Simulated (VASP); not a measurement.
# Ru (P6_3/mmc) in VASP: a series of runs

Aim: see how the results for Ru move with the level of theory and the settings. Levels: RPBE, revPBE+D3(BJ), BLYP+D4, SVWN5. Tasks: single point.

All numbers are computed with VASP 6.6.1; they aren't measurements. Logs are shortened: lines on timing, memory, paths and dates and some standing lists are left out, and cuts for length are marked.

## 1. The cell of the first run

The structure is hexagonal, space group P6_3/mmc (No. 194). Conventional cell: a = 2.741 Å, b = 2.741 Å, c = 4.338 Å, α = 90.00°, β = 90.00°, γ = 120.00°. Within 3.5 Å of Ru (site symmetry -6m2) lie 12 Ru at 2.69 to 2.74 Å.

## 2. Single point, RPBE

INCAR

```
SYSTEM = Ru
PREC = Accurate
ENCUT = 520
EDIFF = 1E-6
ISMEAR = -1
SIGMA = 0.05
LREAL = .FALSE.
LASPH = .TRUE.
NELM = 60
ALGO = Fast
ISIF = 2
LWAVE = .FALSE.
LCHARG = .TRUE.
GGA = RP
LELF = .TRUE.
LVHAR = .TRUE.
NBANDS = 21
```

KPOINTS

```
regular mesh
0
G
  11 11 6
  0 0 0
```

POSCAR

```
Ru
1.0
    2.7414067149      0.0000000000      0.0000000000
   -1.3707033574      2.3741278572      0.0000000000
    0.0000000000      0.0000000000      4.3382472512
Ru
2
Direct
    0.6666666667      0.3333333333      0.7500000000
    0.3333333333      0.6666666667      0.2500000000
```

Potentials or basis: VASP PAW PBE potentials, release 64 (Ru_pv).

Launch:

```bash
$ cat potpaw_PBE.64/Ru_pv/POTCAR > POTCAR
$ mpirun -np 1 vasp_std > vasp.out
```

OUTCAR:

```text
SYSTEM = Ru
   PREC = Accurate
   ENCUT = 520
   EDIFF = 1E-6
   ISMEAR = -1
   LREAL = .FALSE.
   LASPH = .TRUE.
   NELM = 60
   ISIF = 2
   GGA = RP

 ion  position               nearest neighbor table
   1  0.667  0.333  0.750-   2 2.69   2 2.69   2 2.69   2 2.69   2 2.69   2 2.69
   2  0.333  0.667  0.250-   1 2.69   1 2.69   1 2.69   1 2.69   1 2.69   1 2.69

  LATTYP: Found a hexagonal cell.
 ALAT       =     2.7414067149
 C/A-ratio  =     1.5824894670

  Lattice vectors:

 A1 = (   2.7414067149,   0.0000000000,   0.0000000000)
 A2 = (  -1.3707033574,   2.3741278572,   0.0000000000)
 A3 = (   0.0000000000,   0.0000000000,   4.3382472512)

Analysis of symmetry for initial positions (statically):
=====================================================================
 Subroutine PRICEL returns:
 Original cell was already a primitive cell.

 Routine SETGRP: Setting up the symmetry group for a
 hexagonal supercell.

 Subroutine GETGRP returns: Found 24 space group operations
 (whereof 12 operations were pure point group operations)
 out of a pool of 24 trial point group operations.

The static configuration has the point symmetry D_3d.
 The point group associated with its full space group is D_6h.

Analysis of symmetry for dynamics (positions and initial velocities):
=====================================================================
 Subroutine PRICEL returns:
 Original cell was already a primitive cell.

 Routine SETGRP: Setting up the symmetry group for a
 hexagonal supercell.

 Subroutine GETGRP returns: Found 24 space group operations
 (whereof 12 operations were pure point group operations)
 out of a pool of 24 trial point group operations.

The dynamic configuration has the point symmetry D_3d.
 The point group associated with its full space group is D_6h.

 Subroutine INISYM returns: Found 24 space group operations
 (whereof 12 operations are pure point group operations),
 and found     1 'primitive' translations

----------------------------------------------------------------------------------------

                                     Primitive cell

  volume of cell :      28.2353

  direct lattice vectors                    reciprocal lattice vectors
     2.741406715  0.000000000  0.000000000     0.364776228  0.210603653  0.000000000
    -1.370703357  2.374127857  0.000000000     0.000000000  0.421207306  0.000000000
     0.000000000  0.000000000  4.338247251     0.000000000  0.000000000  0.230507839

  length of vectors
     2.741406715  2.741406715  4.338247251     0.421207306  0.421207306  0.230507839

  position of ions in fractional coordinates (direct lattice)
     0.666666667  0.333333333  0.750000000
     0.333333333  0.666666667  0.250000000

  ion indices of the primitive-cell ions
   primitive index   ion index
                 1           1
                 2           2

----------------------------------------------------------------------------------------

 KPOINTS: regular mesh

Automatic generation of k-mesh.
 Grid dimensions read from file:
 generate k-points for:   11   11    6

 Generating k-lattice:

  Cartesian coordinates                     Fractional coordinates (reciprocal lattice)
     0.033161475  0.019145787  0.000000000     0.090909091  0.000000000  0.000000000
     0.000000000  0.038291573  0.000000000     0.000000000  0.090909091  0.000000000
     0.000000000  0.000000000  0.038417973     0.000000000  0.000000000  0.166666667

  Length of vectors
     0.038291573  0.038291573  0.038417973

  Shift w.r.t. Gamma in fractional coordinates (k-lattice)
     0.000000000  0.000000000  0.000000000

 Subroutine IBZKPT returns following result:
 ===========================================

 Found     64 irreducible k-points:

 Following reciprocal coordinates:
            Coordinates               Weight
  0.000000  0.000000  0.000000      1.000000
  0.090909 -0.000000  0.000000      6.000000
  0.181818  0.000000  0.000000      6.000000
  0.272727  0.000000  0.000000      6.000000
  0.363636  0.000000  0.000000      6.000000
  0.454545  0.000000  0.000000      6.000000
[... 16 lines left out ...]
  0.090909  0.090909  0.166667     12.000000
  0.181818  0.090909  0.166667     24.000000
 [... further k-points ...]
   k-points           NKPTS =     64   k-points in BZ     NKDIM =     64   number of bands    NBANDS=     21
   number of dos      NEDOS =    301   number of ions     NIONS =      2
   total plane-waves  NPLWV =  12800
   dimension x,y,z NGX =    20 NGY =   20 NGZ =   32
   dimension x,y,z NGXF=    40 NGYF=   40 NGZF=   64
   ions per type =               2
   NGX,Y,Z   is equivalent  to a cutoff of  12.13, 12.13, 12.26 a.u.
   NGXF,Y,Z  is equivalent  to a cutoff of  24.26, 24.26, 24.53 a.u.
 SYSTEM =  Ru
   PREC   = accura    normal or accurate (medium, high low for compatibility)
   ISTART =      0    job   : 0-new  1-cont  2-samecut
   ICHARG =      2    charge: 1-file 2-atom 10-const
   ISPIN  =      1    spin polarized calculation?
   LNONCOLLINEAR =      F non collinear calculations
   LSORBIT =      F    spin-orbit coupling
   LASPH  =      T    aspherical Exc in radial PAW
   ENCUT  =  520.0 eV  38.22 Ry    6.18 a.u.   5.10  5.10  8.07*2*pi/ulx,y,z
   NELM   =     60;   NELMIN=  2; NELMDL= -5     # of ELM steps
   EDIFF  = 0.1E-05   stopping-criterion for ELM
   LREAL  =      F    real-space projection
   EDIFFG = 0.1E-04   stopping-criterion for IOM
   NSW    =      0    number of steps for IOM
   IBRION =     -1    ionic relax: 0-MD 1-quasi-New 2-CG
   NFREE  =      0    steps in history (QN), initial steepest desc. (CG)
   ISIF   =      2    stress and relaxation
   ISYM   =      2    0-nonsym 1-usesym 2-fastsym
   POTIM  = 0.5000    time-step for ionic-motion
   TEBEG  =    0.0;   TEEND  =   0.0 temperature during run
   PSTRESS=    0.0 pullay stress
   NELECT =      28.0000    total number of electrons
   NUPDOWN=      -1.0000    fix difference up-down
   EMIN   =  10.00;   EMAX   =-10.00  energy-range for DOS
   EFERMI =   0.00;   METHOD = LEGACY
   ISMEAR =    -1;   SIGMA  =   0.05  broadening in eV -4-tet -1-fermi 0-gaus
   EFERMI_NEDOS =   21; number of points for ismear=-14 and -15
   IALGO  =     68    algorithm
   IMIX   =      4    mixing-type and parameters
     AMIX     =   0.40;   BMIX     =  1.00
     AMIX_MAG =   1.60;   BMIX_MAG =  1.00
  volume/ion in A,a.u.               =      14.12        95.27
  Fermi-wavevector in a.u.,A,eV,Ry     =   1.632539  3.085051 36.262022  2.665183
  Thomas-Fermi vector in A             =   2.724493
   LORBIT       =      0    0 simple, 1 ext, 2 COOP (PROOUT), +10 PAW based schemes
   GGA     = RP    functional components
   LHFCALC =     F    Hartree Fock is set to
   AEXX    =    0.0000 exact exchange contribution
   IVDW    =     0    specifies the selected vdW correction
   LEPSILON=     F    determine dielectric tensor
   LRPA    =     F    only Hartree local field effects (RPA)
 non-spin polarized calculation
 RMM-DIIS sequential band-by-band and
  energy-cutoff  :      520.00
  volume of cell :       28.24
 maximum number of plane-waves:       776
   NGX = 11   NGY = 11   NGZ = 17

 number of electron      28.0000011 magnetization

 Free energy of the ion-electron system (eV)
  ---------------------------------------------------
  ext. energy  EPLUGINS =         0.00000000
  ---------------------------------------------------
  free energy    TOTEN  =       -17.16964814 eV

  energy without entropy =      -17.15188484  energy(sigma->0) =      -17.16076649

 E-fermi :  12.1519     XC(G=0): -13.8025

 val. band max:       12.1308343874   @ k =   0.2727   0.0000   0.0000
 cond. band min:      12.1677881671   @ k =   0.2727   0.1818   0.0000
 fundamental gap:      0.0369537797
 Fermi energy:        12.1518732315

 k-point     1 :       0.0000    0.0000    0.0000
  band No.  band energies     occupation
      1     -31.2934      2.00000
      2     -30.4752      2.00000
      3     -30.4752      2.00000
      4     -30.3247      2.00000
      5     -30.3247      2.00000
      6     -30.2900      2.00000
[... 13 lines left out ...]
     20      22.7816      0.00000
     21      22.7829      0.00000

 k-point     2 :       0.0909   -0.0000    0.0000
  band No.  band energies     occupation
      1     -31.2688      2.00000
      2     -30.5268      2.00000
      3     -30.4926      2.00000
      4     -30.3786      2.00000
      5     -30.3320      2.00000
      6     -30.3016      2.00000
[... 13 lines left out ...]
     20      22.7817      0.00000
     21      22.7828      0.00000

 k-point     3 :       0.1818    0.0000    0.0000
  band No.  band energies     occupation
      1     -31.1990      2.00000
      2     -30.6654      2.00000
      3     -30.5377      2.00000
      4     -30.5200      2.00000
      5     -30.3528      2.00000
      6     -30.3362      2.00000
[... 13 lines left out ...]
     20      22.7817      0.00000
     21      22.7826      0.00000

 k-point     4 :       0.2727    0.0000    0.0000
  band No.  band energies     occupation
      1     -31.0957      2.00000
      2     -30.8473      2.00000
      3     -30.6984      2.00000
      4     -30.5944      2.00000
      5     -30.3933      2.00000
      6     -30.3821      2.00000
[... 13 lines left out ...]
     20      22.7822      0.00000
     21      25.2658      0.00000

 k-point     5 :       0.3636    0.0000    0.0000
  band No.  band energies     occupation
      1     -31.0143      2.00000
      2     -30.9791      2.00000
      3     -30.8566      2.00000
      4     -30.6446      2.00000
      5     -30.4672      2.00000
      6     -30.4103      2.00000
[... 13 lines left out ...]
     20      22.7501      0.00000
     21      22.7871      0.00000

 k-point     6 :       0.4545    0.0000    0.0000
  band No.  band energies     occupation
      1     -31.1133      2.00000
      2     -30.9481      2.00000
      3     -30.8868      2.00000
      4     -30.6738      2.00000
      5     -30.5341      2.00000
      6     -30.4275      2.00000
[... 13 lines left out ...]
     20      23.5237      0.00000
     21      25.1789      0.00000

 k-point     7 :       0.0909    0.0909    0.0000
  band No.  band energies     occupation
      1     -31.2216      2.00000
      2     -30.6108      2.00000
      3     -30.5499      2.00000
      4     -30.4533      2.00000
      5     -30.3540      2.00000
      6     -30.3247      2.00000
[... 13 lines left out ...]
     20      22.7817      0.00000
     21      22.7826      0.00000
[... 291 lines left out ...]
      1     -31.0933      2.00000
      2     -30.8048      2.00000
      3     -30.7356      2.00000
      4     -30.5804      2.00000
      5     -30.4017      2.00000
      6     -30.3965      2.00000
[... 13 lines left out ...]
     20      23.6002      0.00000
     21      25.5695      0.00000

 k-point    21 :       0.3636    0.0000    0.1667
  band No.  band energies     occupation
      1     -31.1022      2.00000
      2     -30.9235      2.00000
      3     -30.8301      2.00000
      4     -30.6292      2.00000
      5     -30.4597      2.00000
      6     -30.4263      2.00000
[... 13 lines left out ...]
     20      22.9154      0.00000
     21      24.1078      0.00000

 k-point    22 :       0.4545    0.0000    0.1667
  band No.  band energies     occupation
      1     -31.1643      2.00000
      2     -31.0048      2.00000
      3     -30.7981      2.00000
      4     -30.6576      2.00000
      5     -30.5121      2.00000
      6     -30.4443      2.00000
[... 13 lines left out ...]
     20      23.6740      0.00000
     21      25.8405      0.00000

 k-point    23 :       0.0909    0.0909    0.1667
  band No.  band energies     occupation
      1     -31.1720      2.00000
      2     -30.5932      2.00000
      3     -30.5534      2.00000
      4     -30.4871      2.00000
      5     -30.3659      2.00000
      6     -30.3473      2.00000
[... 13 lines left out ...]
     20      22.7816      0.00000
     21      23.3893      0.00000

 k-point    24 :       0.1818    0.0909    0.1667
  band No.  band energies     occupation
      1     -31.1109      2.00000
      2     -30.7319      2.00000
      3     -30.6899      2.00000
      4     -30.5553      2.00000
      5     -30.4058      2.00000
      6     -30.3778      2.00000
[... 13 lines left out ...]
     20      22.7817      0.00000
     21      23.5517      0.00000

 [... further k-points ...]
[... 5 lines left out ...]
  --------------------------------------------------------------------------------------
  -------------------------------------------------------------------------------------
  Total       -0.5168307     -0.5168307     -0.6281273     -0.0000000      0.0000000     -0.0000000
  in kB      -29.3269563    -29.3269563    -35.6423545     -0.0000000      0.0000000     -0.0000000
  external PRESSURE =     -31.4320890 kB  Pullay stress =       0.0000000 kB

 VOLUME and BASIS-vectors are now :
 -----------------------------------------------------------------------------
  energy-cutoff  :      520.00
  volume of cell :       28.24
      direct lattice vectors                 reciprocal lattice vectors
     2.741406715  0.000000000  0.000000000     0.364776228  0.210603653  0.000000000
    -1.370703357  2.374127857  0.000000000     0.000000000  0.421207306  0.000000000
     0.000000000  0.000000000  4.338247251     0.000000000  0.000000000  0.230507839

 POSITION                                       TOTAL-FORCE (eV/Angst)
 -----------------------------------------------------------------------------------
      1.37070      0.79138      3.25369        -0.000000      0.000000      0.000000
     -0.00000      1.58275      1.08456         0.000000     -0.000000      0.000000
 -----------------------------------------------------------------------------------
    total drift:                                0.000000     -0.000000      0.000000

  FREE ENERGIE OF THE ION-ELECTRON SYSTEM (eV)
  ---------------------------------------------------
  free  energy   TOTEN  =       -17.1696481439 eV

  energy  without entropy=      -17.1518848425  energy(sigma->0) =      -17.16076649
```

Run time: 41 s. Hardware: 1 thread of Intel Xeon Platinum 8259CL at 2.50GHz (Skylake/Cascade Lake), shared host; peak memory 0.15 GiB.

Results:

```yaml
Free_energy: -17.1696 eV
Pressure: -3.1 GPa
Band_gap_on_the_k_mesh: zero (band 14 reaches 13.61 eV, above the bottom of band 15 at 10.74 eV)
```

Caveat: the PAW data sets were made with another functional, which shifts forces and pressure a little.

## 3. Single point, revPBE+D3(BJ)

INCAR

```
SYSTEM = Ru
PREC = Accurate
ENCUT = 520
EDIFF = 1E-6
ISMEAR = -1
SIGMA = 0.05
LREAL = .False.
LASPH = .True.
NELM = 100
ALGO = Normal
ISIF = 2
LWAVE = .False.
LCHARG = .True.
GGA = RE
IVDW = 12
LELF = .True.
LVHAR = .True.
NBANDS = 21
```

KPOINTS

```
Automatic mesh
0
Gamma
  11 11 6
  0 0 0
```

POSCAR is that of step 2.

Potentials or basis: VASP PAW PBE potentials, release 64 (Ru_pv).

Launch:

```bash
$ cat potpaw_PBE.64/Ru_pv/POTCAR > POTCAR
$ mpirun -np 1 vasp_std > vasp.out
```

It took 39 s on 1 thread of Intel Xeon Platinum 8259CL at 2.50GHz (Skylake/Cascade Lake), shared host; peak memory 0.16 GiB.

The run converged. Its results:

* Free energy: -19.7082 eV
* Pressure: -17.9 GPa
* Band gap on the k mesh: zero (band 14 reaches 13.59 eV, above the bottom of band 15 at 10.71 eV)
* Dispersion energy per atom: -1.134 eV

Stress tensor (GPa, compression positive):
```
-17.65   0.00   0.00
  0.00 -17.65   0.00
  0.00   0.00 -18.37
```

Levels at points of the mesh, in eV from the Fermi level:
| k point | band 11 | band 12 | band 13 | band 14 | band 15 | band 16 | band 17 | band 18 |
| --- | --- | --- | --- | --- | --- | --- | --- | --- |
| (0.00, 0.00, 0.00) | -2.21 | -1.74 | -1.74 | -1.25 | -1.25 | 1.17 | 1.17 | 1.33 |
| (0.00, 0.00, 0.50) | -2.53 | -2.53 | -2.52 | -2.52 | 0.57 | 0.57 | 0.57 | 0.57 |

Caveat: the PAW data sets were made with another functional, which shifts forces and pressure a little; pairwise dispersion overbinds metals, which lowers pressure and volume.

(Part 1 of 2 ends here.)
